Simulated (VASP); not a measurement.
Crystal: CsSnBr3.

```
Cs Sn Br
1.0
     5.83901    0.00000    0.00000
     0.00000    5.83901    0.00000
     0.00000    0.00000    5.83901
Cs Sn Br
1 1 3
Direct
  0.00000 0.00000 0.00000
  0.50000 0.50000 0.50000
  0.50000 0.00000 0.50000
  0.50000 0.50000 0.00000
  0.00000 0.50000 0.50000
```

```yaml
Program: VASP 6.6.1
Task: relaxation of cell and atoms
Functional: PBE
Potentials_or_basis: VASP PAW PBE potentials, release 64 (Cs_sv, Sn_d, Br)
Cutoff: 500 eV
k_mesh: 6 × 6 × 6
Occupations: gaussian, width 0.02 eV
Spin: no spin polarisation
```

At the start: pressure 0.6 GPa; volume 39.81 Å³/atom.

Question: How do energy, volume and symmetry change on relaxing?

Answer: Over 3 steps the energy falls by 2.2 meV/atom and the volume is 41.01 Å³/atom (+3.0 %); space group Pm-3m (No. 221, to 0.1 Å) before and after.

The path:
```tsv
step	energy change (eV)	largest force (eV/Å)	pressure (GPa)	volume (Å³)
1	0.0000	0.0000	0.61	199.07
2	-0.0102	0.0000	0.15	203.46
3	-0.0109	0.0000	-0.01	205.07
```

Final structure:
```
CELL_PARAMETERS angstrom
5.89705 0.00000 0.00000
0.00000 5.89705 0.00000
0.00000 0.00000 5.89705
ATOMIC_POSITIONS crystal
Cs 0.00000 0.00000 0.00000
Sn 0.50000 0.50000 0.50000
Br 0.50000 0.00000 0.50000
Br 0.50000 0.50000 0.00000
Br 0.00000 0.50000 0.50000
```
